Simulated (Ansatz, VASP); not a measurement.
Two plane-wave programs on BiTe

```
CELL_PARAMETERS angstrom
0.00000 3.16896 3.16896
3.16896 0.00000 3.16896
3.16896 3.16896 0.00000
ATOMIC_POSITIONS crystal
Bi 0.00000 0.00000 0.00000
Te 0.50000 0.50000 0.50000
```

Alike in both runs: task single point; functional LDA; k mesh 7 × 7 × 7; occupations fermi-dirac, width 0.05 eV; no spin polarisation.

|  | VASP | Ansatz |
| --- | --- | --- |
| version | VASP 6.6.1 | Ansatz 0.2.0 |
| potentials or method | VASP PAW LDA potentials, release 64 (Bi_d, Te) | Ansatz PAW |
| plane-wave cutoff (eV) | 520 | 420 |
| valence electrons in the cell | 21 | 31 |

|  | VASP | Ansatz | Ansatz less VASP |
| --- | --- | --- | --- |
| gap on the k mesh at the Fermi level (eV) | none | none | - |
| pressure (GPa) | 0.6 | 0.5 | -0.09 |

LDA's correlation is that of Perdew and Zunger in VASP and of Perdew and Wang (1992) in Ansatz. A gap of «none» marks a metal or a gap that the smearing closes. VASP's potentials hold 21 valence electrons a cell and Ansatz's 31, so a difference there can come from the potentials and not from the codes.

Neither program's run includes spin-orbit coupling.
